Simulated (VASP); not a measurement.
# TaF3 (Pm-3m) in VASP: a series of runs, part 2 of 2

VASP 6.6.1.

### 4 Single point, PBE+U

This run uses another cell than the first one, of 17.70 Å³/atom, 1.192 times its volume.

INCAR reads:

```
SYSTEM = TaF3
  PREC = Accurate
  ENCUT = 520
  EDIFF = 1E-7
  ISMEAR = -1
  SIGMA = 0.05
  LREAL = .False.
  LASPH = .True.
  NELM = 150
  ALGO = Normal
  ISIF = 2
  LWAVE = .False.
  LCHARG = .False.
  LMAXMIX = 4
  LDAU = .True.
  LDAUTYPE = 2
  LDAUL = 2 -1
  LDAUU = 2 0
  LDAUJ = 0 0
  LDAUPRINT = 1
  GGA = PE
  NBANDS = 24
```

KPOINTS reads:

```
regular mesh
0
Gamma
  7 7 7
  0 0 0
```

POSCAR reads:

```
TaF3
1.0
    4.1368170752      0.0000000000      0.0000000000
    0.0000000000      4.1368170752      0.0000000000
    0.0000000000      0.0000000000      4.1368170752
Ta F
1 3
Direct
    0.0000000000      0.0000000000      0.0000000000
    0.0000000000      0.0000000000      0.5000000000
    0.0000000000      0.5000000000      0.0000000000
    0.5000000000      0.0000000000      0.0000000000
```

Potentials or basis: VASP PAW PBE potentials, release 64 (Ta_pv, F).

Launch:

```console
$ cat potpaw_PBE.64/Ta_pv/POTCAR potpaw_PBE.64/F/POTCAR > POTCAR
$ mpirun -np 1 vasp_std > vasp.out
```

OUTCAR:

```text
SYSTEM = TaF3
   PREC = Accurate
   ENCUT = 520
   EDIFF = 1E-7
   ISMEAR = -1
   LREAL = .False.
   LASPH = .True.
   NELM = 150
   ISIF = 2
   GGA = PE

 ion  position               nearest neighbor table
   1  0.000  0.000  0.000-   2 2.07   3 2.07   4 2.07   2 2.07   3 2.07   4 2.07
   2  0.000  0.000  0.500-   1 2.07   1 2.07
   3  0.000  0.500  0.000-   1 2.07   1 2.07
   4  0.500  0.000  0.000-   1 2.07   1 2.07

  LATTYP: Found a simple cubic cell.
 ALAT       =     4.1368170752

  Lattice vectors:

 A1 = (   4.1368170752,   0.0000000000,   0.0000000000)
 A2 = (   0.0000000000,   4.1368170752,   0.0000000000)
 A3 = (   0.0000000000,   0.0000000000,   4.1368170752)

Analysis of symmetry for initial positions (statically):
=====================================================================
 Subroutine PRICEL returns:
 Original cell was already a primitive cell.

 Routine SETGRP: Setting up the symmetry group for a
 simple cubic supercell.

 Subroutine GETGRP returns: Found 48 space group operations
 (whereof 48 operations were pure point group operations)
[... 199 lines left out ...]

 E-fermi :   3.3286     XC(G=0):  -8.2598

 val. band max:        3.3157294447   @ k =   0.2857   0.1429   0.1429
 cond. band min:       3.3358012816   @ k =   0.2857   0.2857   0.1429
 fundamental gap:      0.0200718369
 Fermi energy:         3.3285543868

 k-point     1 :       0.0000    0.0000    0.0000
  band No.  band energies     occupation
      1     -33.9932      2.00000
      2     -33.9932      2.00000
      3     -33.9932      2.00000
      4     -24.3568      2.00000
      5     -24.0494      2.00000
      6     -24.0494      2.00000
[... 529 lines left out ...]
     23      10.1612      0.00000
     24      10.1612      0.00000

------------------------ aborting loop because EDIFF is reached ----------------------------------------

  FORCE on cell =-STRESS in cart. coord.  units (eV):
  Direction    XX          YY          ZZ          XY          YZ          ZX
  --------------------------------------------------------------------------------------
  -------------------------------------------------------------------------------------
  Total        0.3912850      0.3912850      0.3912850      0.0000000     -0.0000000     -0.0000000
  in kB        8.8553320      8.8553320      8.8553320      0.0000000     -0.0000000     -0.0000000
  external PRESSURE =       8.8553320 kB  Pullay stress =       0.0000000 kB

 VOLUME and BASIS-vectors are now :
 -----------------------------------------------------------------------------
  energy-cutoff  :      520.00
  volume of cell :       70.79
      direct lattice vectors                 reciprocal lattice vectors
     4.136817075  0.000000000  0.000000000     0.241731743  0.000000000  0.000000000
     0.000000000  4.136817075  0.000000000     0.000000000  0.241731743  0.000000000
     0.000000000  0.000000000  4.136817075     0.000000000  0.000000000  0.241731743

 POSITION                                       TOTAL-FORCE (eV/Angst)
 -----------------------------------------------------------------------------------
      0.00000      0.00000      0.00000         0.000000      0.000000      0.000000
      0.00000      0.00000      2.06841         0.000000      0.000000      0.000000
      0.00000      2.06841      0.00000         0.000000      0.000000      0.000000
      2.06841      0.00000      0.00000         0.000000      0.000000      0.000000
 -----------------------------------------------------------------------------------
    total drift:                                0.000000      0.000000     -0.000000

  FREE ENERGIE OF THE ION-ELECTRON SYSTEM (eV)
  ---------------------------------------------------
  free  energy   TOTEN  =       -25.0360552464 eV

  energy  without entropy=      -24.9972299487  energy(sigma->0) =      -25.01664260
```

OSZICAR:

```text
N       E                     dE             d eps       ncg     rms          rms(c)
DAV:   1     0.260008470156E+03    0.26001E+03   -0.17708E+04   960   0.127E+03
DAV:   2    -0.146929142498E+02   -0.27470E+03   -0.26597E+03  1272   0.356E+02
DAV:   3    -0.276542393149E+02   -0.12961E+02   -0.12860E+02  1168   0.769E+01
DAV:   4    -0.277656734441E+02   -0.11143E+00   -0.11138E+00  1064   0.802E+00
DAV:   5    -0.277668376803E+02   -0.11642E-02   -0.11642E-02  1144   0.810E-01    0.210E+01
DAV:   6    -0.250229482431E+02    0.27439E+01   -0.11510E+01  1008   0.268E+01    0.971E+00
DAV:   7    -0.250199574257E+02    0.29908E-02   -0.30112E-01   960   0.465E+00    0.660E+00
DAV:   8    -0.250386139470E+02   -0.18657E-01   -0.59706E-02  1064   0.229E+00    0.133E+00
DAV:   9    -0.250347710152E+02    0.38429E-02   -0.15037E-02  1128   0.953E-01    0.612E-01
DAV:  10    -0.250358712900E+02   -0.11003E-02   -0.10825E-03   984   0.326E-01    0.545E-02
DAV:  11    -0.250360504041E+02   -0.17911E-03   -0.19164E-04   976   0.108E-01    0.376E-02
DAV:  12    -0.250360536964E+02   -0.32923E-05   -0.53314E-06  1168   0.226E-02    0.647E-03
DAV:  13    -0.250360551151E+02   -0.14187E-05   -0.23353E-06   976   0.105E-02    0.221E-03
DAV:  14    -0.250360552357E+02   -0.12066E-06   -0.46712E-08   808   0.175E-03    0.227E-04
DAV:  15    -0.250360552464E+02   -0.10611E-07   -0.22636E-08   704   0.114E-03
   1 F= -.25036055E+02 E0= -.25016643E+02  d E =-.388253E-01
```

It took 25 s on 1 thread of AMD EPYC 7R43 (Zen 3), shared host; peak memory 0.15 GiB.

What came out:

| Item | Value |
| --- | --- |
| Free energy | -25.0361 eV |
| Pressure | 0.9 GPa |
| Band gap on the k mesh | zero (band 16 reaches 4.48 eV, above the bottom of band 17 at 2.44 eV) |

Eigenvalues of the final occupation matrices:
| site | spin | trace | eigenvalues |
| --- | --- | --- | --- |
| site 1 d | 1 | 1.17 | 0.14 0.14 0.30 0.30 0.30 |
| site 1 d | 2 | 1.17 | 0.14 0.14 0.30 0.30 0.30 |

Caveat: spin-orbit coupling is left out, which moves the levels of the heavy elements; U without spin polarisation on a metal has little footing.

### 5 Single point, PBE+U

This run uses another cell than the first one, of 18.23 Å³/atom, 1.228 times its volume.

INCAR reads:

```
PREC = Accurate
ENCUT = 520
EDIFF = 1E-7
ISMEAR = -1
SIGMA = 0.05
LREAL = F
LASPH = T
NELM = 150
ALGO = Normal
ISIF = 2
LWAVE = F
LCHARG = F
LMAXMIX = 4
LDAU = T
LDAUTYPE = 2
LDAUL = 2 -1
LDAUU = 8 0
LDAUJ = 0 0
LDAUPRINT = 1
GGA = PE
NBANDS = 24
```

KPOINTS reads:

```
regular mesh
0
Gamma
  7 7 7
```

POSCAR reads:

```
TaF3
1.0
    4.1775069525      0.0000000000      0.0000000000
    0.0000000000      4.1775069525      0.0000000000
    0.0000000000      0.0000000000      4.1775069525
Ta F
1 3
Direct
    0.0000000000      0.0000000000      0.0000000000
    0.0000000000      0.0000000000      0.5000000000
    0.0000000000      0.5000000000      0.0000000000
    0.5000000000      0.0000000000      0.0000000000
```

Launch:

```console
$ cat potpaw_PBE.64/Ta_pv/POTCAR potpaw_PBE.64/F/POTCAR > POTCAR
$ mpirun -np 1 vasp_std > vasp.out
```

It took 28 s on 1 thread of AMD EPYC 7R43 (Zen 3), shared host; peak memory 0.15 GiB.

It converged, with:

| Property | Result |
| --- | --- |
| Free energy | -20.0656 eV |
| Pressure | 2.8 GPa |
| Band gap on the k mesh | zero (band 16 reaches 4.59 eV, above the bottom of band 17 at 2.69 eV) |

Levels at points of the mesh, in eV from the Fermi level:
| k point | band 14 | band 15 | band 16 | band 17 | band 18 | band 19 |
| --- | --- | --- | --- | --- | --- | --- |
| (0.00, 0.00, 0.00) | -8.25 | -8.25 | -0.80 | -0.80 | -0.80 | -0.73 |

Eigenvalues of the final occupation matrices:
```csv
site,spin,trace,eigenvalues
site 1 d,1,1.04,0.11 0.11 0.27 0.27 0.27
site 1 d,2,1.04,0.11 0.11 0.27 0.27 0.27
```

Caveat: spin-orbit coupling is left out, which moves the levels of the heavy elements; U without spin polarisation on a metal has little footing.

### 6 Relaxation of cell and atoms, PBE+U

INCAR reads:

```
PREC = Accurate ; ENCUT = 600
EDIFF = 1E-6 ; ISMEAR = -1
SIGMA = 0.05 ; LREAL = F
LASPH = T ; NELM = 150
ALGO = Normal ; ISIF = 3
LWAVE = F ; LCHARG = F
LMAXMIX = 4 ; LDAU = T
LDAUTYPE = 2 ; LDAUL = 2 -1
LDAUU = 5 0 ; LDAUJ = 0 0
LDAUPRINT = 1 ; GGA = PE
IBRION = 2 ; NSW = 60
EDIFFG = -0.01
```

KPOINTS is that of step 5.

POSCAR reads:

```
TaF3
1.0
    3.9012000000      0.0000000000      0.0000000000
    0.0000000000      3.9012000000      0.0000000000
    0.0000000000      0.0000000000      3.9012000000
Ta F
1 3
Direct
    0.0000000000      0.0000000000      0.0000000000
    0.0000000000      0.0000000000      0.5000000000
    0.0000000000      0.5000000000      0.0000000000
    0.5000000000      0.0000000000      0.0000000000
```

Potentials or basis: VASP PAW PBE potentials, release 64 (Ta_pv, F).

Launch:

```console
$ cat potpaw_PBE.64/Ta_pv/POTCAR potpaw_PBE.64/F/POTCAR > POTCAR
$ mpirun -np 1 vasp_std > vasp.out
```

Wall time 60 s (1 thread of AMD EPYC 7R43 (Zen 3), shared host); peak memory 0.16 GiB.

Results (log left out):

```
Free energy                            : -22.4829 eV
Relaxed volume                         : 18.30 Å³/atom
Relaxed cell                           : a = 4.183 Å, b = 4.183 Å, c = 4.183 Å, α = 90.00°, β = 90.00°, γ = 90.00°
Space group after relaxing (to 0.05 Å) : Pm-3m (No. 221)
Energy gained by relaxing              : 289.3 meV/atom
Ionic steps                            : 4
Pressure after relaxing                : 0.0 GPa
Band gap on the k mesh                 : zero (band 16 reaches 4.31 eV, above the bottom of band 17 at 2.42 eV)
```

The path:
```csv
step,energy change (eV),largest force (eV/Å),pressure (GPa),volume (Å³)
1,0.0000,0.0000,32.40,59.37
2,-0.3836,0.0000,-13.42,89.09
3,-1.1566,0.0000,-0.45,73.52
4,-1.1571,0.0000,-0.04,73.21
```

Final structure:
```cif
data_structure
_symmetry_space_group_name_H-M 'P 1'
_symmetry_Int_Tables_number 1
_cell_length_a 4.1834
_cell_length_b 4.1834
_cell_length_c 4.1834
_cell_angle_alpha 90.000
_cell_angle_beta 90.000
_cell_angle_gamma 90.000
_cell_volume 73.21
loop_
_atom_site_label
_atom_site_type_symbol
_atom_site_fract_x
_atom_site_fract_y
_atom_site_fract_z
_atom_site_occupancy
Ta1 Ta 0.00000 0.00000 0.00000 1
F1 F 0.00000 0.00000 0.50000 1
F2 F 0.00000 0.50000 0.00000 1
F3 F 0.50000 0.00000 0.00000 1
```

Levels at points of the mesh, in eV from the Fermi level:
```tsv
k point	band 14	band 15	band 16	band 17	band 18	band 19
(0.00, 0.00, 0.00)	-8.04	-8.04	-0.82	-0.82	-0.82	-0.45
```

Eigenvalues of the final occupation matrices:
| site | spin | trace | eigenvalues |
| --- | --- | --- | --- |
| site 1 d | 1 | 1.10 | 0.12 0.12 0.29 0.29 0.29 |
| site 1 d | 2 | 1.10 | 0.12 0.12 0.29 0.29 0.29 |

Caveat: the electronic state changed during the relaxation; the volume moved by over 15 % at a fixed basis, so the end points are rough; spin-orbit coupling is left out, which moves the levels of the heavy elements; the volume moved by +23 % from the deposited cell, more than functionals usually miss; U without spin polarisation on a metal has little footing.

### 7 Overview

```tsv
task	level	U	cell	k mesh	cutoff (eV)	smearing	gap on the mesh (eV)	pressure (GPa)
single point	PBE	-	a = 3.901 Å, 4 atoms	6 × 6 × 6	520	gaussian 0.1 eV	none	25.9
single point	PBE+U	Ta d U = 2.0 eV	a = 4.137 Å, 4 atoms	7 × 7 × 7	520	fermi-dirac 0.05 eV	none	0.9
single point	PBE+U	Ta d U = 8.0 eV	a = 4.178 Å, 4 atoms	7 × 7 × 7	520	fermi-dirac 0.05 eV	none	2.8
relaxation of cell and atoms	PBE+U	Ta d U = 5.0 eV	relaxed from a = 3.901 Å, 4 atoms	7 × 7 × 7	600	fermi-dirac 0.05 eV	none	0.0
```

Alike in all rows: potentials or basis VASP PAW PBE potentials, release 64 (Ta_pv, F); no spin polarisation.

Caveats: spin-orbit coupling is left out, which moves the levels of the heavy elements; U without spin polarisation on a metal has little footing (some runs); the electronic state changed during the relaxation (some runs); the volume moved by over 15 % at a fixed basis, so the end points are rough (some runs); the volume moved by +23 % from the deposited cell, more than functionals usually miss (some runs).

Absolute energies hang on the potentials; compare differences alone.
